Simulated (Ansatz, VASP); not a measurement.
# One calculation of Si, two programs

```xyz
4
Lattice="3.4978 0.0000 0.0000 -1.7489 3.0292 0.0000 0.0000 0.0000 6.5407" Properties=species:S:1:pos:R:3 pbc="T T T"
Si    0.0000    2.0195    0.4123
Si    1.7489    1.0097    3.6826
Si    0.0000    2.0195    2.8581
Si    1.7489    1.0097    6.1284
```

Change from the starting cell: strain -0.080 along x and y, +0.040 along z, atoms carried along.

Alike in both runs: task single point; functional LDA; k mesh 12 × 12 × 6; occupations gaussian, width 0.03 eV; no spin polarisation.

|  | VASP | Ansatz |
| --- | --- | --- |
| version | VASP 6.6.1 | Ansatz 0.2.0 |
| potentials or method | VASP PAW LDA potentials, release 64 (Si), cutoff 520 eV | scalar-relativistic, plane waves, PAW |
| valence electrons in the cell | 16 | 16 |

|  | VASP | Ansatz | Ansatz less VASP |
| --- | --- | --- | --- |
| gap on the k mesh at the Fermi level (eV) | none | none | - |
| pressure (GPa) | 18.3 | 18.2 | -0.15 |
| traceless stress, the component that is largest in VASP (GPa) | -22.14 | -22.04 | +0.100 |
| rms of the force components (eV/Å) | 1.035 | 1.031 | -0.0037 |

LDA's correlation is that of Perdew and Zunger in VASP and of Perdew and Wang (1992) in Ansatz. Atom by atom the forces differ by 0.004 eV/Å (rms over components). A gap of «none» marks a metal or a gap that the smearing closes.
